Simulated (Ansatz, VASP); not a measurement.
## One calculation of Sb2Pt, two programs

Contents of POSCAR:

```
Sb2Pt
1.0
    0.0000000000      3.2096699065      3.2096699065
    3.2096699065      0.0000000000      3.2096699065
    3.2096699065      3.2096699065      0.0000000000
Sb Pt
2 1
Direct
    0.2500000000      0.2500000000      0.2500000000
    0.7500000000      0.7500000000      0.7500000000
    0.0000000000      0.0000000000      0.0000000000
```

Contents of INCAR.step1:

```
PREC     = Accurate       # precision mode
ENCUT    = 520            # plane-wave cutoff, eV
ISMEAR   = 0              # smearing method
SIGMA    = 0.1            # smearing width, eV
LREAL    = False          # projectors in reciprocal space
LASPH    = True           # aspherical terms in the spheres
NELM     = 100            # most SCF steps
NBANDS   = 17             # bands
GGA      = PE             # functional
ALGO     = Normal         # electronic algorithm
EDIFF    = 1E-4           # SCF threshold, eV
LWAVE    = True           # write WAVECAR
LCHARG   = False          # write CHGCAR
```

File INCAR.step2:

```
PREC     = Accurate       # precision mode
ENCUT    = 520            # plane-wave cutoff, eV
EDIFF    = 1E-7           # SCF threshold, eV
ISMEAR   = 0              # smearing method
SIGMA    = 0.1            # smearing width, eV
LREAL    = False          # projectors in reciprocal space
LASPH    = True           # aspherical terms in the spheres
NELM     = 100            # most SCF steps
ALGO     = Normal         # electronic algorithm
ISIF     = 2              # what is computed and relaxed
LWAVE    = False          # write WAVECAR
LCHARG   = False          # write CHGCAR
METAGGA  = R2SCAN         # meta-GGA
LMIXTAU  = True         
NBANDS   = 17             # bands
ISTART   = 1
```

KPOINTS

```
Automatic mesh
0
Gamma
  6 6 6
```

Input for Ansatz:

```yaml
crystal:
  lattice:
    - [0.0, 3.2096699065, 3.2096699065]
    - [3.2096699065, 0.0, 3.2096699065]
    - [3.2096699065, 3.2096699065, 0.0]
  atoms:
    - { symbol: Sb, position: [0.25, 0.25, 0.25] }
    - { symbol: Sb, position: [0.75, 0.75, 0.75] }
    - { symbol: Pt, position: [0.0, 0.0, 0.0] }
basis:
  ecutwfc: 500
kpoints:
  mp_grid: { grid: [6, 6, 6] }
hamiltonian:
  xc: r2scan
scf:
  occupations: { method: gaussian, width: 0.1 }
  lower_state_search: "off"
output:
  forces: true
  stress: true
  eigenvalues: true
```

Alike in both runs: task single point; functional r2SCAN; k mesh 6 × 6 × 6; occupations gaussian, width 0.1 eV; no spin polarisation.

|  | VASP | Ansatz |
| --- | --- | --- |
| version | VASP 6.6.1 | Ansatz 0.2.0 |
| potentials or method | VASP PAW PBE potentials, release 64 (Sb, Pt), cutoff 520 eV | scalar-relativistic, plane waves, PAW |
| valence electrons in the cell | 20 | 48 |

|  | VASP | Ansatz | Ansatz less VASP |
| --- | --- | --- | --- |
| gap on the k mesh at the Fermi level (eV) | none | none | - |
| pressure (GPa) | 10.7 | 10.7 | +0.06 |

VASP's potentials were made for PBE, not for r2SCAN. A gap of «none» marks a metal or a gap that the smearing closes. VASP's potentials hold 20 valence electrons a cell and Ansatz's 48, so a difference there can come from the potentials and not from the codes.

Spin-orbit coupling is off throughout.
